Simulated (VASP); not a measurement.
# HCl (Fmmm) in VASP: further runs, part 2 of 2

VASP 6.6.1. Earlier steps stand in the parts before.

## 4. Single point, PBEsol (strain -0.080 along x and y, +0.080 along z)

Contents of INCAR:

```
ALGO = Normal
EDIFF = 1E-7
ENCUT = 520
GGA = PS
ISIF = 2
ISMEAR = 0
LASPH = T
LCHARG = T
LELF = T
LREAL = F
LVHAR = T
LWAVE = F
NBANDS = 11
NELM = 100
PREC = Accurate
SIGMA = 0.15
```

Contents of KPOINTS:

```
k-points
0
Gamma
  16 16 16
```

Contents of POSCAR:

```
HCl
1.0
    0.0000000000      2.4610000000      3.0834000000
    2.3138000000      0.0000000000      3.0834000000
    2.3138000000      2.4610000000      0.0000000000
H Cl
1 1
Direct
    0.0000000000      0.0000000000      0.0000000000
    0.5000000000      0.5000000000      0.5000000000
```

Potentials or basis: VASP PAW PBE potentials, release 64 (H, Cl).

The run is started by

```bash
> cat potpaw_PBE.64/H/POTCAR potpaw_PBE.64/Cl/POTCAR > POTCAR
> mpirun -np 1 vasp_std > vasp.out
```

OUTCAR:

```text
EDIFF = 1E-7
   ENCUT = 520
   GGA = PS
   ISIF = 2
   ISMEAR = 0
   LASPH = T
   LREAL = F
   NELM = 100
   PREC = Accurate

 ion  position               nearest neighbor table
   1  0.000  0.000  0.000-
   2  0.500  0.500  0.500-

  LATTYP: Found a face centered orthorhombic cell.
 ALAT       =     4.6276000000
 B/A-ratio  =     1.0636182903
 C/A-ratio  =     1.3326130175

  Lattice vectors:

 A1 = (   0.0000000000,   2.4610000000,   3.0834000000)
 A2 = (   2.3138000000,   0.0000000000,   3.0834000000)
 A3 = (   2.3138000000,   2.4610000000,   0.0000000000)

Analysis of symmetry for initial positions (statically):
=====================================================================
 Subroutine PRICEL returns:
 Original cell was already a primitive cell.

 Routine SETGRP: Setting up the symmetry group for a
 face centered orthorhombic supercell.

 Subroutine GETGRP returns: Found  8 space group operations
 (whereof  8 operations were pure point group operations)
 out of a pool of  8 trial point group operations.

The static configuration has the point symmetry D_2h.

Analysis of symmetry for dynamics (positions and initial velocities):
=====================================================================
 Subroutine PRICEL returns:
 Original cell was already a primitive cell.

 Routine SETGRP: Setting up the symmetry group for a
 face centered orthorhombic supercell.

 Subroutine GETGRP returns: Found  8 space group operations
 (whereof  8 operations were pure point group operations)
 out of a pool of  8 trial point group operations.

The dynamic configuration has the point symmetry D_2h.

 Subroutine INISYM returns: Found  8 space group operations
 (whereof  8 operations are pure point group operations),
 and found     1 'primitive' translations

----------------------------------------------------------------------------------------

                                     Primitive cell

  volume of cell :      35.1154
[... 112 lines left out ...]
  Thomas-Fermi vector in A             =   2.132178
   LORBIT       =      0    0 simple, 1 ext, 2 COOP (PROOUT), +10 PAW based schemes
   GGA     = PS    functional components
   LHFCALC =     F    Hartree Fock is set to
   AEXX    =    0.0000 exact exchange contribution
   IVDW    =     0    specifies the selected vdW correction
   LEPSILON=     F    determine dielectric tensor
   LRPA    =     F    only Hartree local field effects (RPA)
 non-spin polarized calculation
 Gauss-broadening in eV      SIGMA  =   0.15
  energy-cutoff  :      520.00
  volume of cell :       35.12
 maximum number of plane-waves:       962
 NGX is ok and might be reduce to    30
   NGX = 15   NGY = 15   NGZ = 13

 number of electron       7.9999999 magnetization

 Free energy of the ion-electron system (eV)
  ---------------------------------------------------
  ext. energy  EPLUGINS =         0.00000000
  ---------------------------------------------------
  free energy    TOTEN  =        -3.74359984 eV

  energy without entropy =       -3.73888525  energy(sigma->0) =       -3.74124254

 E-fermi :  -1.1296     XC(G=0):  -8.3413

 val. band max:       -1.1360202850   @ k =  -0.1250   0.3750   0.5000
 cond. band min:      -1.1199932321   @ k =   0.5000   0.0625   0.4375
 fundamental gap:      0.0160270529
 Fermi energy:        -1.1296279493

 k-point     1 :       0.0000    0.0000    0.0000
  band No.  band energies     occupation
      1     -14.9164      2.00000
      2      -1.4977      1.99948
      3      -1.3670      1.97479
      4      -1.2197      1.60439
      5      -1.0209      0.30544
      6       8.7345      0.00000
      7      10.3592      0.00000
      8      12.3701      0.00000
      9      12.8089      0.00000
     10      13.8725      0.00000
     11      14.8083      0.00000
[... 309 lines left out ...]
 k-point    24 :      -0.0625    0.0625    0.0000
  band No.  band energies     occupation
      1     -14.8412      2.00000
      2      -2.6485      2.00000
      3      -1.3907      1.98618
      4      -1.3023      1.89649
      5       0.1520      0.00000
      6       8.8703      0.00000
      7      10.6229      0.00000
      8      11.1425      0.00000
      9      12.7699      0.00000
     10      13.8032      0.00000
     11      14.7312      0.00000

 [... further k-points ...]
[... 5 lines left out ...]
  --------------------------------------------------------------------------------------
  -------------------------------------------------------------------------------------
  Total       -4.0746514     -2.4160674     -0.4807645     -0.0000000      0.0000000      0.0000000
  in kB     -185.9104257   -110.2357170    -21.9354061     -0.0000000      0.0000000      0.0000000
  external PRESSURE =    -106.0271829 kB  Pullay stress =       0.0000000 kB

 VOLUME and BASIS-vectors are now :
 -----------------------------------------------------------------------------
  energy-cutoff  :      520.00
  volume of cell :       35.12
      direct lattice vectors                 reciprocal lattice vectors
     0.000000000  2.461000000  3.083400000    -0.216094736  0.203169443  0.162158656
     2.313800000  0.000000000  3.083400000     0.216094736 -0.203169443  0.162158656
     2.313800000  2.461000000  0.000000000     0.216094736  0.203169443 -0.162158656

 POSITION                                       TOTAL-FORCE (eV/Angst)
 -----------------------------------------------------------------------------------
      0.00000      0.00000      0.00000         0.000000     -0.000000      0.000000
      2.31380      2.46100      3.08340         0.000000      0.000000     -0.000000
 -----------------------------------------------------------------------------------
    total drift:                                0.000000     -0.000000      0.000000

  FREE ENERGIE OF THE ION-ELECTRON SYSTEM (eV)
  ---------------------------------------------------
  free  energy   TOTEN  =        -3.7435998356 eV

  energy  without entropy=       -3.7388852524  energy(sigma->0) =       -3.74124254
```

OSZICAR:

```text
N       E                     dE             d eps       ncg     rms          rms(c)
DAV:   1     0.285157052467E+02    0.28516E+02   -0.32460E+03 13726   0.575E+02
DAV:   2    -0.225994381856E+01   -0.30776E+02   -0.29240E+02 16547   0.107E+02
DAV:   3    -0.403249226387E+01   -0.17725E+01   -0.17663E+01 17263   0.278E+01
DAV:   4    -0.404373577673E+01   -0.11244E-01   -0.11243E-01 16477   0.256E+00
DAV:   5    -0.404384617964E+01   -0.11040E-03   -0.11040E-03 18190   0.241E-01    0.362E+00
DAV:   6    -0.376433524865E+01    0.27951E+00   -0.11807E+00 15493   0.274E+00    0.188E+00
DAV:   7    -0.374805050479E+01    0.16285E-01   -0.23181E-02 16125   0.849E-01    0.103E+00
DAV:   8    -0.374355009484E+01    0.45004E-02   -0.16327E-02 15627   0.714E-01    0.285E-01
DAV:   9    -0.374356879797E+01   -0.18703E-04   -0.30771E-04 16262   0.117E-01    0.253E-01
DAV:  10    -0.374359806190E+01   -0.29264E-04   -0.22456E-04 15192   0.830E-02    0.720E-02
DAV:  11    -0.374359863439E+01   -0.57249E-06   -0.27875E-05 15988   0.229E-02    0.248E-02
DAV:  12    -0.374359975106E+01   -0.11167E-05   -0.11525E-06 17013   0.720E-03    0.651E-03
DAV:  13    -0.374359985951E+01   -0.10845E-06   -0.39336E-07 15520   0.255E-03    0.133E-03
DAV:  14    -0.374359983558E+01    0.23932E-07   -0.21993E-08  7977   0.858E-04
   1 F= -.37435998E+01 E0= -.37412425E+01  d E =-.471458E-02
```

stdout:

```text
POSCAR found type information on POSCAR H Cl
 POSCAR found :  2 types and       2 ions
 scaLAPACK will be used
 -----------------------------------------------------------------------------
|                                                                             |
|                                                                             |
|     You enforced a specific xc type in the INCAR file but a different       |
|     I HOPE YOU KNOW WHAT YOU ARE DOING!                                     |
|                                                                             |
 -----------------------------------------------------------------------------

 LDA part: xc-table for (Slater+PW92), standard interpolation
 POSCAR, INCAR and KPOINTS ok, starting setup
 FFT: planning ... GRIDC
 FFT: planning ... GRID_SOFT
 FFT: planning ... GRID
 WAVECAR not read
 entering main loop
```

It took 4.8 min on 1 thread of Oxide Virtual Turin-like, shared host; peak memory 0.3 GiB.

Results:

* Free energy: -3.7436 eV
* Pressure: -10.6 GPa
* Band gap on the k mesh: zero (band 4 reaches -1.20 eV, above the bottom of band 5 at -1.66 eV)

Caveat: the cell differs from its parent crystal (strain -0.080 along x and y, +0.080 along z); the PAW data sets were made with another functional, which shifts forces and pressure a little.

## 5. Overview

| cell | gap on the mesh (eV) | pressure (GPa) |
| --- | --- | --- |
| a = 3.684, b = 3.587, c = 3.378 Å, angles 63.8, 60.9, 55.4°, 2 atoms | none | -10.8 |
| a = 3.857, b = 3.764, c = 3.378 Å, angles 65.1, 62.3, 52.6°, 2 atoms | none | -10.8 |
| a = 3.945, b = 3.855, c = 3.378 Å, angles 65.7, 63.0, 51.3°, 2 atoms | none | -10.6 |

Alike in all rows: task single point; level PBEsol; potentials or basis VASP PAW PBE potentials, release 64 (H, Cl); no spin polarisation; k mesh 16 × 16 × 16; cutoff (eV) 520; smearing gaussian 0.15 eV.

Caveats: the PAW data sets were made with another functional, which shifts forces and pressure a little.

Total energies depend on the potentials used, so only differences within one code and one set of settings carry meaning.
